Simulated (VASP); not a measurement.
Input of a VASP 6.6.1 run:

File INCAR:

```
GGA = RE
ISMEAR = 1
SIGMA = 0.05
LWAVE = False
LCHARG = False
NBANDS = 77
PREC = Accurate
LASPH = True
LREAL = False
ALGO = Normal
EDIFF = 1E-7
NELM = 120
GGA_COMPAT = False
ENCUT = 490
LMAXMIX = 4
KPAR = 2
```

KPOINTS

```
Automatic mesh
0
Gamma
  9 9 9
  0 0 0
```

File KPOINTS_OPT:

```
path GXMGRX,MR
12
line-mode
reciprocal
 0.0000000000  0.0000000000  0.0000000000  G
 0.0000000000  0.5000000000  0.0000000000  X

 0.0000000000  0.5000000000  0.0000000000  X
 0.5000000000  0.5000000000  0.0000000000  M

 0.5000000000  0.5000000000  0.0000000000  M
 0.0000000000  0.0000000000  0.0000000000  G

 0.0000000000  0.0000000000  0.0000000000  G
 0.5000000000  0.5000000000  0.5000000000  R

 0.5000000000  0.5000000000  0.5000000000  R
 0.0000000000  0.5000000000  0.0000000000  X

 0.5000000000  0.5000000000  0.0000000000  M
 0.5000000000  0.5000000000  0.5000000000  R
```

Contents of POSCAR:

```
SiMo3
1.0
    4.8890000000      0.0000000000      0.0000000000
    0.0000000000      4.8890000000      0.0000000000
    0.0000000000      0.0000000000      4.8890000000
Mo Si
6 2
Direct
    0.0000000000      0.5000000000      0.2500000000
    0.0000000000      0.5000000000      0.7500000000
    0.5000000000      0.2500000000      0.0000000000
    0.7500000000      0.0000000000      0.5000000000
    0.5000000000      0.7500000000      0.0000000000
    0.2500000000      0.0000000000      0.5000000000
    0.5000000000      0.5000000000      0.5000000000
    0.0000000000      0.0000000000      0.0000000000
```

Potentials or basis: VASP PAW PBE potentials, release 64 (Mo_sv, Si).

Command:

```console
$ cat potpaw_PBE.64/Mo_sv/POTCAR potpaw_PBE.64/Si/POTCAR > POTCAR
$ mpirun -np 2 vasp_std > vasp.out
```

Q: What does it give for the band gap along the path?

A: Zero within the smearing.

Q: Predict the pressure.

A: 5.2 GPa.

Levels at the corners of the path, in eV from the Fermi level:
| point | band 43 | band 44 | band 45 | band 46 | band 47 | band 48 | band 49 | band 50 |
| --- | --- | --- | --- | --- | --- | --- | --- | --- |
| Γ | -1.58 | -1.58 | 1.23 | 1.23 | 1.23 | 2.08 | 2.35 | 2.35 |
| X | -1.72 | -1.72 | 0.21 | 0.21 | 0.92 | 0.92 | 1.50 | 1.50 |
| X | -1.72 | -1.72 | 0.21 | 0.21 | 0.92 | 0.92 | 1.50 | 1.50 |
| M | -1.13 | -0.90 | -0.90 | -0.80 | -0.70 | -0.51 | -0.14 | 0.22 |
| M | -1.13 | -0.90 | -0.90 | -0.80 | -0.70 | -0.51 | -0.14 | 0.22 |
| Γ | -1.58 | -1.58 | 1.23 | 1.23 | 1.23 | 2.08 | 2.35 | 2.35 |
| Γ | -1.58 | -1.58 | 1.23 | 1.23 | 1.23 | 2.08 | 2.35 | 2.35 |
| R | -1.22 | -1.22 | -1.22 | -1.22 | -1.22 | -1.22 | 1.24 | 1.24 |
| R | -1.22 | -1.22 | -1.22 | -1.22 | -1.22 | -1.22 | 1.24 | 1.24 |
| X | -1.72 | -1.72 | 0.21 | 0.21 | 0.92 | 0.92 | 1.50 | 1.50 |
| M | -1.13 | -0.90 | -0.90 | -0.80 | -0.70 | -0.51 | -0.14 | 0.22 |
| R | -1.22 | -1.22 | -1.22 | -1.22 | -1.22 | -1.22 | 1.24 | 1.24 |

Caveat: the cell stands under pressure; the PAW data sets were made with another functional, which shifts forces and pressure a little.
